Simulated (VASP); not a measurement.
# Ti4S in VASP: further runs

Ti4S is run at these levels: PBE; tasks: single point, relaxation of the atoms.

Everything below comes from runs of VASP 6.6.1. Logs are shortened: lines on timing, memory, paths and dates and some standing lists are left out, and cuts for length are marked.

### Step 1. The cell of the first run

The cell holds a slab with vacuum, 5 atoms: a = 3.255 Å, b = 3.255 Å, c = 20.179 Å, α = 90.00°, β = 90.00°, γ = 90.00°.

### Step 2. Single point, PBE

The input, INCAR:

```
  PREC = Accurate
  ENCUT = 520
  EDIFF = 1E-7
  ISMEAR = 0
  SIGMA = 0.1
  LREAL = False
  LASPH = True
  NELM = 100
  ALGO = Normal
  ISIF = 2
  LWAVE = False
  LCHARG = False
  LDIPOL = True
  IDIPOL = 3
  DIPOL = 0.5 0.5 0.360
  GGA = PE
  NBANDS = 35
```

The input, KPOINTS:

```
Automatic mesh
0
Gamma
  8 8 1
```

The input, POSCAR:

```
Ti4S
1.0
    3.2553359259      0.0000000000      0.0000000000
    0.0000000000      3.2553359259      0.0000000000
    0.0000000000      0.0000000000     20.1793674375
Ti S
4 1
Direct
    0.5000000000      0.5000000000      0.1982222690
    0.0000000000      0.0000000000      0.2788822782
    0.5000000000      0.5000000000      0.3551865247
    0.0000000000      0.0000000000      0.4301109767
    0.0000000000      0.1250000000      0.5366340143
```

Potentials or basis: VASP PAW PBE potentials, release 64 (Ti_sv, S).

Run with:

```
$ cat potpaw_PBE.64/Ti_sv/POTCAR potpaw_PBE.64/S/POTCAR > POTCAR
$ mpirun -np 1 vasp_std > vasp.out
```

OUTCAR:

```text
PREC = Accurate
   ENCUT = 520
   EDIFF = 1E-7
   ISMEAR = 0
   LREAL = False
   LASPH = True
   NELM = 100
   ISIF = 2
   GGA = PE

 ion  position               nearest neighbor table
   1  0.500  0.500  0.198-   2 2.82   2 2.82   2 2.82   2 2.82
   2  0.000  0.000  0.279-   3 2.77   3 2.77   3 2.77   3 2.77   1 2.82   1 2.82   1 2.82   1 2.82

   3  0.500  0.500  0.355-   4 2.75   4 2.75   4 2.75   4 2.75   2 2.77   2 2.77   2 2.77   2 2.77

   4  0.000  0.000  0.430-   5 2.19   3 2.75   3 2.75   3 2.75   3 2.75
   5  0.000  0.125  0.537-   4 2.19

  LATTYP: Found a simple tetragonal cell.
 ALAT       =     3.2553359259
 C/A-ratio  =     6.1988587036

  Lattice vectors:

 A1 = (   3.2553359259,   0.0000000000,   0.0000000000)
 A2 = (   0.0000000000,   3.2553359259,   0.0000000000)
 A3 = (   0.0000000000,   0.0000000000,  20.1793674375)

Analysis of symmetry for initial positions (statically):
=====================================================================
 Subroutine PRICEL returns:
 Original cell was already a primitive cell.

 Routine SETGRP: Setting up the symmetry group for a
 simple tetragonal supercell.

 Subroutine GETGRP returns: Found  2 space group operations
 (whereof  2 operations were pure point group operations)
 out of a pool of 16 trial point group operations.

The static configuration has the point symmetry C_1h.

Analysis of symmetry for dynamics (positions and initial velocities):
=====================================================================
 Subroutine PRICEL returns:
 Original cell was already a primitive cell.

 Routine SETGRP: Setting up the symmetry group for a
 simple tetragonal supercell.

 Subroutine GETGRP returns: Found  2 space group operations
 (whereof  2 operations were pure point group operations)
 out of a pool of 16 trial point group operations.

The dynamic configuration has the point symmetry C_1h.

 Subroutine INISYM returns: Found  2 space group operations
 (whereof  2 operations are pure point group operations),
 and found     1 'primitive' translations

----------------------------------------------------------------------------------------

                                     Primitive cell

  volume of cell :     213.8450

  direct lattice vectors                    reciprocal lattice vectors
     3.255335926  0.000000000  0.000000000     0.307187959  0.000000000  0.000000000
     0.000000000  3.255335926  0.000000000     0.000000000  0.307187959  0.000000000
     0.000000000  0.000000000 20.179367438     0.000000000  0.000000000  0.049555567

[... 98 lines left out ...]
   PSTRESS=    0.0 pullay stress
   NELECT =      54.0000    total number of electrons
   NUPDOWN=      -1.0000    fix difference up-down
   EMIN   =  10.00;   EMAX   =-10.00  energy-range for DOS
   EFERMI =   0.00;   METHOD = LEGACY
   ISMEAR =     0;   SIGMA  =   0.10  broadening in eV -4-tet -1-fermi 0-gaus
   EFERMI_NEDOS =   21; number of points for ismear=-14 and -15
   IALGO  =     38    algorithm
   IMIX   =      4    mixing-type and parameters
     AMIX     =   0.40;   BMIX     =  1.00
     AMIX_MAG =   1.60;   BMIX_MAG =  1.00
  volume/ion in A,a.u.               =      42.77       288.62
  Fermi-wavevector in a.u.,A,eV,Ry     =   1.034760  1.955413 14.568147  1.070729
  Thomas-Fermi vector in A             =   2.169071
   LORBIT       =      0    0 simple, 1 ext, 2 COOP (PROOUT), +10 PAW based schemes
   GGA     = PE    functional components
   LHFCALC =     F    Hartree Fock is set to
   AEXX    =    0.0000 exact exchange contribution
   IVDW    =     0    specifies the selected vdW correction
   LEPSILON=     F    determine dielectric tensor
   LRPA    =     F    only Hartree local field effects (RPA)
 non-spin polarized calculation
 Gauss-broadening in eV      SIGMA  =   0.10
  energy-cutoff  :      520.00
  volume of cell :      213.85
 maximum number of plane-waves:      5808
   NGX = 13   NGY = 13   NGZ = 75

 dipolmoment           0.000000      0.000000     -0.002198 electrons x Angstroem

 number of electron      54.0000020 magnetization

 dipolmoment           0.000000      0.000000      0.182289 electrons x Angstroem

 Free energy of the ion-electron system (eV)
  ---------------------------------------------------
  ext. energy  EPLUGINS =         0.00000000
  ---------------------------------------------------
  free energy    TOTEN  =       -33.52237630 eV

  energy without entropy =      -33.46367678  energy(sigma->0) =      -33.49302654

 E-fermi :   0.2912     XC(G=0):  -5.5684

 val. band max:        0.2898150472   @ k =  -0.1250   0.3750   0.0000
 cond. band min:       0.2928425545   @ k =   0.0000   0.3750   0.0000
 fundamental gap:      0.0030275073
 Fermi energy:         0.2912163410

 k-point     1 :       0.0000    0.0000    0.0000
  band No.  band energies     occupation
      1     -56.8100      2.00000
      2     -56.2099      2.00000
      3     -56.0680      2.00000
      4     -55.8575      2.00000
      5     -33.1659      2.00000
      6     -32.9639      2.00000
[... 901 lines left out ...]
     34       2.5180      0.00000
     35       3.0382      0.00000

 [... further k-points ...]

------------------------ aborting loop because EDIFF is reached ----------------------------------------

 vacuum level on the upper side and lower side of the slab       (xc-potential included)         1.391        -1.694

  FORCE on cell =-STRESS in cart. coord.  units (eV):
  Direction    XX          YY          ZZ          XY          YZ          ZX
  --------------------------------------------------------------------------------------
  -------------------------------------------------------------------------------------
  Total       -1.2440431     -1.9952533      0.3600863      0.0000000      1.0808618      0.0000000
  in kB       -9.3206639    -14.9489071      2.6978515      0.0000000      8.0980710      0.0000000
  external PRESSURE =      -7.1905732 kB  Pullay stress =       0.0000000 kB

 VOLUME and BASIS-vectors are now :
 -----------------------------------------------------------------------------
  energy-cutoff  :      520.00
  volume of cell :      213.85
      direct lattice vectors                 reciprocal lattice vectors
     3.255335926  0.000000000  0.000000000     0.307187959  0.000000000  0.000000000
     0.000000000  3.255335926  0.000000000     0.000000000  0.307187959  0.000000000
     0.000000000  0.000000000 20.179367438     0.000000000  0.000000000  0.049555567

 POSITION                                       TOTAL-FORCE (eV/Angst)
 -----------------------------------------------------------------------------------
      1.62767      1.62767      4.00000         0.000000     -0.025906      0.636213
      0.00000      0.00000      5.62767         0.000000      0.074554     -0.629971
      1.62767      1.62767      7.16744         0.000000     -0.155697     -0.934702
      0.00000      0.00000      8.67937         0.000000     -0.335806      0.920096
      0.00000      0.40692     10.82893         0.000000      0.442855      0.008364
 -----------------------------------------------------------------------------------
    total drift:                                0.000000      0.000037     -0.000143

  FREE ENERGIE OF THE ION-ELECTRON SYSTEM (eV)
  ---------------------------------------------------
  free  energy   TOTEN  =       -33.5223762959 eV

  energy  without entropy=      -33.4636767811  energy(sigma->0) =      -33.49302654

 vacuum level on the upper side and lower side of the slab         6.510         3.345
```

OSZICAR:

```text
N       E                     dE             d eps       ncg     rms          rms(c)
DAV:   1     0.647725025945E+03    0.64773E+03   -0.28670E+04  1966   0.153E+03
DAV:   2     0.525914627996E+02   -0.59513E+03   -0.58452E+03  1832   0.480E+02
DAV:   3    -0.255583102710E+02   -0.78150E+02   -0.76212E+02  2964   0.150E+02
[... 23 lines left out ...]
DAV:  27    -0.335223699550E+02   -0.52751E-05   -0.76780E-07  1760   0.356E-03    0.307E-03
DAV:  28    -0.335223732146E+02   -0.32596E-05   -0.39794E-07  1482   0.241E-03    0.157E-03
DAV:  29    -0.335223759868E+02   -0.27722E-05   -0.40713E-07  1454   0.272E-03    0.431E-04
DAV:  30    -0.335223762178E+02   -0.23093E-06   -0.35907E-08  1119   0.121E-03    0.291E-04
DAV:  31    -0.335223762959E+02   -0.78197E-07   -0.16677E-08  1092   0.784E-04
   1 F= -.33522376E+02 E0= -.33493027E+02  d E =-.586995E-01
```

stdout:

```text
POSCAR found type information on POSCAR TiS
 POSCAR found :  2 types and       5 ions
 scaLAPACK will be used
 LDA part: xc-table for (Slater+PW92), standard interpolation
 POSCAR, INCAR and KPOINTS ok, starting setup
 FFT: planning ... GRIDC
 FFT: planning ... GRID_SOFT
 FFT: planning ... GRID
 WAVECAR not read
 entering main loop
```

Wall time 7 min (1 thread of Intel Xeon 6975P-C (Granite Rapids), shared host); peak memory 0.36 GiB.

What came out:

- Free energy: -33.5224 eV
- Largest force: 0.979 eV/Å
- Band gap on the k mesh: zero (bands 27 and 28 overlap by 0.56 eV)

Forces in eV/Å, atoms in the order of the input:
```
Ti   0.000 -0.026  0.636
Ti   0.000  0.075 -0.630
Ti   0.000 -0.156 -0.935
Ti   0.000 -0.336  0.920
S    0.000  0.443  0.008
```

### Step 3. Relaxation of the atoms, PBE

The input, INCAR:

```
PREC = Accurate ; ENCUT = 520
EDIFF = 1E-6 ; ISMEAR = 0
SIGMA = 0.1 ; LREAL = False
LASPH = True ; NELM = 100
ALGO = Fast ; ISIF = 2
LWAVE = False ; LCHARG = False
LDIPOL = True ; IDIPOL = 3
DIPOL = 0.5 0.5 0.354 ; GGA = PE
IBRION = 2 ; NSW = 36
EDIFFG = -0.025
```

KPOINTS is that of step 2.

The input, POSCAR:

```
Ti4S
1.0
    3.2553359259      0.0000000000      0.0000000000
    0.0000000000      3.2553359259      0.0000000000
    0.0000000000      0.0000000000     20.1793674375
Ti S
4 1
Selective dynamics
Direct
    0.5000000000      0.5000000000      0.1982222690  F F F
    0.0000000000      0.0000000000      0.2788822782  F F F
    0.5000000000      0.5000000000      0.3551865247  F F F
    0.0000000000      0.0000000000      0.4301109767  F F F
    0.1250000000      0.5000000000      0.5074176616  F F T
```

Potentials or basis: VASP PAW PBE potentials, release 64 (Ti_sv, S).

Run with:

```
$ cat potpaw_PBE.64/Ti_sv/POTCAR potpaw_PBE.64/S/POTCAR > POTCAR
$ mpirun -np 1 vasp_std > vasp.out
```

OUTCAR:

```text
PREC = Accurate
   ENCUT = 520
   EDIFF = 1E-6
   ISMEAR = 0
   LREAL = False
   LASPH = True
   NELM = 100
   ISIF = 2
   GGA = PE
   IBRION = 2
   NSW = 36
   EDIFFG = -0.025

 ion  position               nearest neighbor table
   1  0.500  0.500  0.198-   2 2.82   2 2.82   2 2.82   2 2.82
   2  0.000  0.000  0.279-   3 2.77   3 2.77   3 2.77   3 2.77   1 2.82   1 2.82   1 2.82   1 2.82

   3  0.500  0.500  0.355-   4 2.75   4 2.75   4 2.75   4 2.75   2 2.77   2 2.77   2 2.77   2 2.77

   4  0.000  0.000  0.430-   5 2.29   5 2.29   3 2.75   3 2.75   3 2.75   3 2.75
   5  0.125  0.500  0.507-   4 2.29   4 2.29

  LATTYP: Found a simple tetragonal cell.
 ALAT       =     3.2553359259
 C/A-ratio  =     6.1988587036

  Lattice vectors:

[... 327 lines left out ...]

  energy without entropy =      -34.86819488  energy(sigma->0) =      -34.88955117

 E-fermi :   0.6980     XC(G=0):  -5.3794

 val. band max:        0.6936198631   @ k =   0.3750   0.2500   0.0000
 cond. band min:       0.6981444812   @ k =   0.5000   0.0000   0.0000
 fundamental gap:      0.0045246181
 Fermi energy:         0.6980321728

 k-point     1 :       0.0000    0.0000    0.0000
  band No.  band energies     occupation
      1     -56.3616      2.00000
      2     -55.9819      2.00000
      3     -55.6579      2.00000
      4     -55.5128      2.00000
      5     -32.7124      2.00000
      6     -32.5237      2.00000
[... 829 lines left out ...]
     31       1.7973      0.00000
     32       2.0214      0.00000

 [... further k-points ...]

------------------------ aborting loop because EDIFF is reached ----------------------------------------

 vacuum level on the upper side and lower side of the slab       (xc-potential included)         0.939        -0.978

  FORCE on cell =-STRESS in cart. coord.  units (eV):
  Direction    XX          YY          ZZ          XY          YZ          ZX
  --------------------------------------------------------------------------------------
  -------------------------------------------------------------------------------------
  Total        0.9639625      2.4842008      0.2178855      0.0000000      0.0000000      1.1753999
  in kB        7.2222342     18.6122171      1.6324497      0.0000000      0.0000000      8.8063724
  external PRESSURE =       9.1556337 kB  Pullay stress =       0.0000000 kB
[... 20 lines left out ...]
  FREE ENERGIE OF THE ION-ELECTRON SYSTEM (eV)
  ---------------------------------------------------
  free  energy   TOTEN  =       -34.9109074523 eV

  energy  without entropy=      -34.8681948805  energy(sigma->0) =      -34.88955117

 reached required accuracy - stopping structural energy minimisation

 vacuum level on the upper side and lower side of the slab         5.879         3.919
```

CONTCAR:

```text
Ti4S
   1.00000000000000
     3.2553359258999999    0.0000000000000000    0.0000000000000000
     0.0000000000000000    3.2553359258999999    0.0000000000000000
     0.0000000000000000    0.0000000000000000   20.1793674375000016
  Ti              S
     4     1
Selective dynamics
Direct
     0.5000000000000000    0.5000000000000000    0.1982222689999986   F   F   F
     0.0000000000000000    0.0000000000000000    0.2788822782000011   F   F   F
     0.5000000000000000    0.5000000000000000    0.3551865247000023   F   F   F
     0.0000000000000000    0.0000000000000000    0.4301109767000000   F   F   F
     0.1250000000000000    0.5000000000000000    0.5042515457479548   F   F   T

  0.00000000E+00  0.00000000E+00  0.00000000E+00
  0.00000000E+00  0.00000000E+00  0.00000000E+00
  0.00000000E+00  0.00000000E+00  0.00000000E+00
  0.00000000E+00  0.00000000E+00  0.00000000E+00
  0.00000000E+00  0.00000000E+00  0.00000000E+00
```

Run time: 31 min. Hardware: 1 thread of Oxide Virtual Turin-like, shared host; peak memory 0.35 GiB.

What came out:

```
Free energy               : -34.9109 eV
Energy gained by relaxing : 4.3 meV/atom
Ionic steps               : 4
Band gap on the k mesh    : zero (bands 27 and 28 overlap by 0.59 eV)
```

The path:
```csv
step,energy change (eV),largest force on free atoms (eV/Å),pressure (GPa)
1,0.0000,0.6582,0.26
2,-0.0161,0.3457,0.60
3,-0.0217,0.0259,0.89
4,-0.0217,0.0015,0.92
```

Final structure:
```cif
data_structure
_symmetry_space_group_name_H-M 'P 1'
_symmetry_Int_Tables_number 1
_cell_length_a 3.2553
_cell_length_b 3.2553
_cell_length_c 20.1794
_cell_angle_alpha 90.000
_cell_angle_beta 90.000
_cell_angle_gamma 90.000
_cell_volume 213.85
loop_
_atom_site_label
_atom_site_type_symbol
_atom_site_fract_x
_atom_site_fract_y
_atom_site_fract_z
_atom_site_occupancy
Ti1 Ti 0.50000 0.50000 0.19822 1
Ti2 Ti 0.00000 0.00000 0.27888 1
Ti3 Ti 0.50000 0.50000 0.35519 1
Ti4 Ti 0.00000 0.00000 0.43011 1
S1 S 0.12500 0.50000 0.50425 1
```

(Part 1 of 2 ends here.)
